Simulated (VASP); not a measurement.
# Os (P6_3/mmc) in VASP: further runs

The runs below take Os through single point, with LDA.

Everything below comes from runs of VASP 6.6.1. Logs are shortened: lines on timing, memory, paths and dates and some standing lists are left out, and cuts for length are marked.

### 1 The cell of the first run

The structure is hexagonal, space group P6_3/mmc (No. 194). The conventional cell has a = 2.718 Å, b = 2.718 Å, c = 4.284 Å, α = 90.00°, β = 90.00°, γ = 120.00°. Within 3.5 Å of Os (site symmetry -6m2) lie 12 Os at 2.66 to 2.72 Å.

### 2 Single point, LDA

Input file INCAR:

```
SYSTEM = Os
ALGO = Normal
EDIFF = 1E-7
ENCUT = 520
ISIF = 2
ISMEAR = 1
LASPH = .TRUE.
LCHARG = .FALSE.
LREAL = .FALSE.
LWAVE = .FALSE.
NBANDS = 15
NELM = 100
PREC = Accurate
SIGMA = 0.2
```

Input file KPOINTS:

```
k-points
0
G
  13 13 8
  0 0 0
```

Input file POSCAR:

```
Os
1.0
    2.7175247593      0.0000000000      0.0000000000
   -1.3587623796      2.3534454770      0.0000000000
    0.0000000000      0.0000000000      4.2844606214
Os
2
Direct
    0.3333333333      0.6666666667      0.2500000000
    0.6666666667      0.3333333333      0.7500000000
```

Potentials or basis: VASP PAW LDA potentials, release 64 (Os).

Launch:

```sh
cat potpaw_LDA.64/Os/POTCAR > POTCAR
mpirun -np 1 vasp_std > vasp.out
```

OUTCAR:

```text
SYSTEM = Os
   EDIFF = 1E-7
   ENCUT = 520
   ISIF = 2
   ISMEAR = 1
   LASPH = .TRUE.
   LREAL = .FALSE.
   NELM = 100
   PREC = Accurate

 ion  position               nearest neighbor table
   1  0.333  0.667  0.250-   2 2.66   2 2.66   2 2.66   2 2.66   2 2.66   2 2.66
   2  0.667  0.333  0.750-   1 2.66   1 2.66   1 2.66   1 2.66   1 2.66   1 2.66

  LATTYP: Found a hexagonal cell.
 ALAT       =     2.7175247593
 C/A-ratio  =     1.5766040794

  Lattice vectors:

 A1 = (   2.7175247593,   0.0000000000,   0.0000000000)
 A2 = (  -1.3587623796,   2.3534454770,   0.0000000000)
 A3 = (   0.0000000000,   0.0000000000,   4.2844606214)

Analysis of symmetry for initial positions (statically):
=====================================================================
 Subroutine PRICEL returns:
 Original cell was already a primitive cell.

 Routine SETGRP: Setting up the symmetry group for a
 hexagonal supercell.

 Subroutine GETGRP returns: Found 24 space group operations
 (whereof 12 operations were pure point group operations)
 out of a pool of 24 trial point group operations.

The static configuration has the point symmetry D_3d.
 The point group associated with its full space group is D_6h.

Analysis of symmetry for dynamics (positions and initial velocities):
=====================================================================
 Subroutine PRICEL returns:
 Original cell was already a primitive cell.

 Routine SETGRP: Setting up the symmetry group for a
 hexagonal supercell.

 Subroutine GETGRP returns: Found 24 space group operations
 (whereof 12 operations were pure point group operations)
 out of a pool of 24 trial point group operations.

The dynamic configuration has the point symmetry D_3d.
 The point group associated with its full space group is D_6h.

 Subroutine INISYM returns: Found 24 space group operations
 (whereof 12 operations are pure point group operations),
 and found     1 'primitive' translations

----------------------------------------------------------------------------------------

                                     Primitive cell

  volume of cell :      27.4015

  direct lattice vectors                    reciprocal lattice vectors
     2.717524759  0.000000000  0.000000000     0.367981928  0.212454465  0.000000000
    -1.358762380  2.353445477  0.000000000     0.000000000  0.424908930  0.000000000
     0.000000000  0.000000000  4.284460621     0.000000000  0.000000000  0.233401608

  length of vectors
[... 93 lines left out ...]
   NELECT =      16.0000    total number of electrons
   NUPDOWN=      -1.0000    fix difference up-down
   EMIN   =  10.00;   EMAX   =-10.00  energy-range for DOS
   EFERMI =   0.00;   METHOD = LEGACY
   ISMEAR =     1;   SIGMA  =   0.20  broadening in eV -4-tet -1-fermi 0-gaus
   EFERMI_NEDOS =   21; number of points for ismear=-14 and -15
   IALGO  =     38    algorithm
   IMIX   =      4    mixing-type and parameters
     AMIX     =   0.40;   BMIX     =  1.00
     AMIX_MAG =   1.60;   BMIX_MAG =  1.00
  volume/ion in A,a.u.               =      13.70        92.46
  Fermi-wavevector in a.u.,A,eV,Ry     =   1.368328  2.585765 25.474482  1.872322
  Thomas-Fermi vector in A             =   2.494302
   LORBIT       =      0    0 simple, 1 ext, 2 COOP (PROOUT), +10 PAW based schemes
   GGA     = CA    functional components
   LHFCALC =     F    Hartree Fock is set to
   AEXX    =    0.0000 exact exchange contribution
   IVDW    =     0    specifies the selected vdW correction
   LEPSILON=     F    determine dielectric tensor
   LRPA    =     F    only Hartree local field effects (RPA)
 non-spin polarized calculation
 Methfessel and Paxton  Order N= 1 SIGMA  =   0.20
  energy-cutoff  :      520.00
  volume of cell :       27.40
 maximum number of plane-waves:       756
   NGX = 11   NGY = 11   NGZ = 15

 number of electron      15.9999998 magnetization

 Free energy of the ion-electron system (eV)
  ---------------------------------------------------
  ext. energy  EPLUGINS =         0.00000000
  ---------------------------------------------------
  free energy    TOTEN  =       -25.30802100 eV

  energy without entropy =      -25.30877885  energy(sigma->0) =      -25.30827362

 E-fermi :   9.7762     XC(G=0): -14.2981

 val. band max:        9.7690685158   @ k =   0.1538   0.0769   0.3750
 cond. band min:       9.8036156878   @ k =   0.0769   0.0000   0.3750
 fundamental gap:      0.0345471721
 Fermi energy:         9.7762416562

 k-point     1 :       0.0000    0.0000    0.0000
  band No.  band energies     occupation
      1      -1.3399      2.00000
      2       1.7504      2.00000
      3       6.5423      2.00000
      4       6.5423      2.00000
      5       6.8282      2.00000
      6       7.4164      2.00000
      7       7.4164      2.00000
      8       8.0703      2.00000
      9       8.0703      2.00000
     10       9.8889      0.19437
     11      11.4396     -0.00000
     12      11.4396     -0.00000
     13      19.0653      0.00000
     14      23.8145      0.00000
[... 401 lines left out ...]
      2       2.5737      2.00000
      3       5.5226      2.00000
      4       6.1882      2.00000
      5       6.7886      2.00000
      6       7.0248      2.00000
      7       7.7613      2.00000
      8       7.8892      2.00000
      9       8.2202      2.00000
     10       8.5455      2.00000
     11      11.8009     -0.00000
     12      14.1580      0.00000
     13      19.9522      0.00000
     14      25.1837      0.00000
     15      27.2929      0.00000

 [... further k-points ...]

------------------------ aborting loop because EDIFF is reached ----------------------------------------

  FORCE on cell =-STRESS in cart. coord.  units (eV):
  Direction    XX          YY          ZZ          XY          YZ          ZX
  --------------------------------------------------------------------------------------
  -------------------------------------------------------------------------------------
  Total        0.2475113      0.2475113     -0.0375281      0.0000000     -0.0000000      0.0000000
  in kB       14.4721067     14.4721067     -2.1942879      0.0000000     -0.0000000      0.0000000
  external PRESSURE =       8.9166419 kB  Pullay stress =       0.0000000 kB

 VOLUME and BASIS-vectors are now :
 -----------------------------------------------------------------------------
  energy-cutoff  :      520.00
  volume of cell :       27.40
      direct lattice vectors                 reciprocal lattice vectors
     2.717524759  0.000000000  0.000000000     0.367981928  0.212454465  0.000000000
    -1.358762380  2.353445477  0.000000000     0.000000000  0.424908930  0.000000000
     0.000000000  0.000000000  4.284460621     0.000000000  0.000000000  0.233401608

 POSITION                                       TOTAL-FORCE (eV/Angst)
 -----------------------------------------------------------------------------------
     -0.00000      1.56896      1.07112        -0.000000      0.000000      0.000000
      1.35876      0.78448      3.21335         0.000000     -0.000000      0.000000
 -----------------------------------------------------------------------------------
    total drift:                               -0.000000      0.000000     -0.000000

  FREE ENERGIE OF THE ION-ELECTRON SYSTEM (eV)
  ---------------------------------------------------
  free  energy   TOTEN  =       -25.3080210000 eV

  energy  without entropy=      -25.3087788533  energy(sigma->0) =      -25.30827362
```

OSZICAR:

```text
N       E                     dE             d eps       ncg     rms          rms(c)
DAV:   1     0.977555581136E+02    0.97756E+02   -0.75232E+03  3150   0.102E+03
DAV:   2    -0.225421217454E+02   -0.12030E+03   -0.10561E+03  3241   0.322E+02
DAV:   3    -0.268734673466E+02   -0.43313E+01   -0.42313E+01  4242   0.546E+01
DAV:   4    -0.268999558728E+02   -0.26489E-01   -0.26478E-01  3444   0.441E+00
DAV:   5    -0.269000815846E+02   -0.12571E-03   -0.12571E-03  4263   0.286E-01    0.344E+01
DAV:   6    -0.256609440607E+02    0.12391E+01   -0.10572E+00  3948   0.887E+00    0.152E+01
DAV:   7    -0.253188694617E+02    0.34207E+00   -0.63869E-01  4067   0.673E+00    0.946E-01
DAV:   8    -0.253096627787E+02    0.92067E-02   -0.70441E-03  3213   0.625E-01    0.294E-01
DAV:   9    -0.253080229269E+02    0.16399E-02   -0.13790E-03  4074   0.363E-01    0.639E-02
DAV:  10    -0.253080276721E+02   -0.47452E-05   -0.18843E-05  3759   0.313E-02    0.173E-02
DAV:  11    -0.253080210698E+02    0.66023E-05   -0.20846E-06  3885   0.167E-02    0.144E-03
DAV:  12    -0.253080210000E+02    0.69807E-07   -0.41218E-08  2730   0.216E-03
   1 F= -.25308021E+02 E0= -.25308274E+02  d E =0.757853E-03
```

stdout:

```text
POSCAR found type information on POSCAR Os
 POSCAR found :  1 types and       2 ions
 scaLAPACK will be used
 LDA part: xc-table for (Slater(with rela. corr.)+CA(PZ))
 , standard interpolation
 POSCAR, INCAR and KPOINTS ok, starting setup
 FFT: planning ... GRIDC
 FFT: planning ... GRID_SOFT
 FFT: planning ... GRID
 WAVECAR not read
 entering main loop
```

It took 18 s on 1 thread of Intel Xeon Platinum 8488C (Sapphire Rapids), shared host; peak memory 0.15 GiB.

Results:

| Item | Value |
| --- | --- |
| Free energy | -25.3080 eV |
| Pressure | 0.9 GPa |
| Band gap on the k mesh | zero (bands 8 and 9 overlap by 3.94 eV) |

Stress tensor (GPa, compression positive):
```
 1.45  0.00  0.00
 0.00  1.45  0.00
 0.00  0.00 -0.22
```

Caveat: spin-orbit coupling is left out, which moves the levels of the heavy elements.

### 3 Single point, LDA

Input file INCAR:

```
  ALGO = Normal
  EDIFF = 1E-7
  ENCUT = 520
  GGA = CA
  ISIF = 2
  ISMEAR = 1
  LASPH = T
  LCHARG = T
  LELF = T
  LREAL = F
  LVHAR = T
  LWAVE = F
  NBANDS = 15
  NELM = 80
  PREC = Accurate
  SIGMA = 0.3
```

Input file KPOINTS:

```
k-points
0
Gamma
  13 13 8
```

POSCAR is that of step 2.

Potentials or basis: VASP PAW LDA potentials, release 64 (Os).

Launch:

```sh
cat potpaw_LDA.64/Os/POTCAR > POTCAR
mpirun -np 1 vasp_std > vasp.out
```

It took 19 s on 1 thread of Intel Xeon Platinum 8488C (Sapphire Rapids), shared host; peak memory 0.15 GiB.

The run converged. Its results:

```yaml
Free_energy: -25.3078 eV
Pressure: 0.9 GPa
Band_gap_on_the_k_mesh: zero (bands 8 and 9 overlap by 3.94 eV)
```

Stress tensor (GPa, compression positive):
```
 1.41  0.00  0.00
 0.00  1.41  0.00
 0.00  0.00 -0.11
```

Levels at points of the mesh, in eV from the Fermi level:
```tsv
k point	band 6	band 7	band 8	band 9	band 10	band 11
(0.00, 0.00, 0.00)	-2.36	-2.36	-1.70	-1.70	0.11	1.67
(0.00, 0.00, 0.50)	-3.43	-3.43	-3.43	0.85	0.85	0.85
```

Caveat: so wide a smearing shifts energies and pressures; spin-orbit coupling is left out, which moves the levels of the heavy elements.

### 4 Single point, LDA

Input file INCAR:

```
SYSTEM = Os
ALGO     = Normal         ! electronic algorithm
EDIFF    = 1E-7           ! SCF threshold, eV
ENCUT    = 520            ! plane-wave cutoff, eV
GGA      = CA             ! functional
ISIF     = 2              ! what is computed and relaxed
ISMEAR   = 1              ! smearing method
LASPH    = .True.         ! aspherical terms in the spheres
LCHARG   = .True.         ! write CHGCAR
LELF     = .True.         ! ELF
LREAL    = .False.        ! projectors in reciprocal space
LVHAR    = .True.       
LWAVE    = .False.        ! write WAVECAR
NBANDS   = 15             ! bands
NELM     = 60             ! most SCF steps
PREC     = Accurate       ! precision mode
SIGMA    = 0.6            ! smearing width, eV
```

Input file KPOINTS:

```
k-points
0
Gamma
  13 13 8
  0 0 0
```

POSCAR is that of step 3.

Launch:

```sh
cat potpaw_LDA.64/Os/POTCAR > POTCAR
mpirun -np 1 vasp_std > vasp.out
```

It took 19 s on 1 thread of Intel Xeon Platinum 8488C (Sapphire Rapids), shared host; peak memory 0.15 GiB.

It converged, with:

```yaml
Free_energy: -25.3058 eV
Pressure: 0.8 GPa
Band_gap_on_the_k_mesh: zero (bands 8 and 9 overlap by 3.94 eV)
```

Stress tensor (GPa, compression positive):
```
0.95 0.00 0.00
0.00 0.95 0.00
0.00 0.00 0.56
```

Levels at points of the mesh, in eV from the Fermi level:
```csv
k point,band 4,band 5,band 6,band 7,band 8,band 9,band 10,band 11,band 12,band 13
"(0.00, 0.00, 0.00)",-3.20,-2.91,-2.33,-2.33,-1.67,-1.67,0.14,1.70,1.70,9.32
"(0.00, 0.00, 0.50)",-3.67,-3.40,-3.40,-3.40,-3.40,0.88,0.88,0.88,0.88,13.79
```

Caveat: so wide a smearing shifts energies and pressures; spin-orbit coupling is left out, which moves the levels of the heavy elements.

### 5 Summary

```tsv
smearing	gap on the mesh (eV)	pressure (GPa)
methfessel-paxton 0.2 eV	none	0.9
methfessel-paxton 0.3 eV	none	0.9
methfessel-paxton 0.6 eV	none	0.8
```

Alike in all rows: task single point; level LDA; potentials or basis VASP PAW LDA potentials, release 64 (Os); no spin polarisation; cell as given; k mesh 13 × 13 × 8; cutoff (eV) 520.

Caveats: spin-orbit coupling is left out, which moves the levels of the heavy elements; so wide a smearing shifts energies and pressures (at least some runs).

Absolute energies hang on the potentials; compare differences alone.
